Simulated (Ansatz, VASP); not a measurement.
**Ge in VASP and in Ansatz**

The input INCAR:

```
  PREC = Accurate
  ENCUT = 600
  EDIFF = 1E-6
  ISMEAR = -1
  SIGMA = 0.02
  LREAL = F
  LASPH = T
  NELM = 100
  ALGO = Normal
  ISIF = 3
  LWAVE = F
  LCHARG = F
  GGA = CA
  IBRION = 2
  NSW = 60
  EDIFFG = -0.005
```

The input KPOINTS:

```
regular mesh
0
Gamma
  10 10 10
```

The input POSCAR:

```
Ge
1.0
    0.0000000000      2.8285347457      2.8285347457
    2.8285347457      0.0000000000      2.8285347457
    2.8285347457      2.8285347457      0.0000000000
Ge
2
Direct
   -0.1250000000     -0.1250000000     -0.1250000000
    0.1250000000      0.1250000000      0.1250000000
```

Input for Ansatz:

```yaml
crystal:
  lattice:
    - [0.0, 2.8285347457, 2.8285347457]
    - [2.8285347457, 0.0, 2.8285347457]
    - [2.8285347457, 2.8285347457, 0.0]
  atoms:
    - { symbol: Ge, position: [-0.125, -0.125, -0.125] }
    - { symbol: Ge, position: [0.125, 0.125, 0.125] }
kpoints:
  mp_grid: { grid: [10, 10, 10] }
scf:
  occupations: { method: fermi_dirac, width: 0.02 }
hamiltonian:
  xc: lda
  pseudopotentials: { kind: paw }
output:
  forces: true
  stress: true
relax:
  f_tol: 0.005
  max_steps: 40
  cell: {}
```

Alike in both runs: task relaxation of cell and atoms; functional LDA; k mesh 10 × 10 × 10; occupations fermi-dirac, width 0.02 eV; no spin polarisation.

```csv
,VASP,Ansatz
version,VASP 6.6.1,Ansatz 0.2.0
potentials or method,"VASP PAW LDA potentials, release 64 (Ge_d)","PAW with Ansatz's default frozen-core files, scalar-relativistic"
plane-wave cutoff (eV),600,420
valence electrons in the cell,28,28
```

|  | VASP | Ansatz | Ansatz less VASP |
| --- | --- | --- | --- |
| relaxed volume (Å³/atom) | 22.24 | 22.21 | -0.032 |
| relaxed length of the cell vector where the two differ most in proportion (Å) | 3.977 | 3.975 | -0.0019 |

LDA's correlation is that of Perdew and Zunger in VASP and of Perdew and Wang (1992) in Ansatz.
